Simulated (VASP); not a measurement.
Here is a VASP 6.6.1 calculation.

The input INCAR:

```
PREC = Accurate
ENCUT = 520
EDIFF = 1E-6
ISMEAR = -1
SIGMA = 0.01
LREAL = Auto
LASPH = True
NELM = 200
ALGO = Normal
ISIF = 2
LWAVE = False
LCHARG = True
ISPIN = 2
MAGMOM = 0 0 0 0 0 0 0 0 0 0 0 0 0 0 0 0 0.01 0 0.01 0 0 0.04 0.01 0 0.01 0.01 0.64 0.04 0 0 0.04 0.01 0.17
LORBIT = 11
NUPDOWN = 1.0
GGA = PE
LELF = True
LVHAR = True
NBANDS = 94
GGA_COMPAT = False
ISYM = -1
```

The input KPOINTS:

```
explicit points
1
Reciprocal
  0.25000000   0.25000000   0.25000000 1
```

Contents of POSCAR:

```
Mg16O16F
1.0
   -4.2543812300      4.2543812300      4.2543812300
    4.2543812300     -4.2543812300      4.2543812300
    4.2543812300      4.2543812300     -4.2543812300
Mg O F
16 16 1
Direct
    0.0009782723      0.0004696125      0.0070578710
   -0.0011380828      0.2489445866      0.7556864306
   -0.0005904436      0.4996797506      0.5062793616
    0.0015154559      0.7502615135      0.2570043577
    0.2494391681     -0.0016579427      0.7556806819
    0.2309693066      0.2304593525      0.5017822233
    0.2349776132      0.4996828350      0.2408558352
    0.2495972594      0.7504138069      0.0064239300
    0.5001882501     -0.0011094853      0.5062672332
    0.5001859331      0.2344421365      0.2408418734
    0.5001775785      0.4996753516      0.0049948950
    0.5001923324      0.7688893443      0.7710078136
    0.7507729903      0.0010072558      0.2570147116
    0.7509388808      0.2490941592      0.0064247266
    0.7693969679      0.4996822203      0.7710014222
    0.7654185288      0.7649154611      0.5060776091
    0.0002112100     -0.0002963320      0.5069941313
    0.0040268060      0.2521185627      0.2592183336
    0.0001561978      0.4996798464      0.0069716481
   -0.0036498816      0.7482817822      0.7553805353
    0.2526231736      0.0035182722      0.2592171813
    0.2379208277      0.2374063107     -0.0136373627
    0.2330120954      0.4996787873      0.7619641275
    0.2515866055      0.7472394683      0.5067791265
    0.5001873160     -0.0003533515      0.0069678054
    0.5001859173      0.2325016060      0.7619585600
    0.5002056970      0.4996800363      0.3931918717
    0.5001904825      0.7619551006      0.2486410491
    0.7487869390     -0.0041569477      0.7553793767
    0.7477469855      0.2510785690      0.5067796644
    0.7624446678      0.4996760152      0.2486167053
    0.7673576852      0.7668507407      0.0291287400
    0.5001779228      0.4996698986      0.6520867078
```

Potentials or basis: VASP PAW PBE potentials, release 64 (Mg, O, F).

Launch:

```console
$ cat potpaw_PBE.64/Mg/POTCAR potpaw_PBE.64/O/POTCAR potpaw_PBE.64/F/POTCAR > POTCAR
$ mpirun -np 1 vasp_std > vasp.out
```

Q: What does it give for the largest force?

A: 0.016 eV/Å.

Q: What does it give for the pressure?

A: 8.0 GPa.

Stress tensor (GPa, compression positive):
```
 7.97  1.11 -1.11
 1.11  7.96 -1.11
-1.11 -1.11  7.96
```

Caveat: the total moment is fixed, so each spin has its own Fermi level and the state may be an excited one.
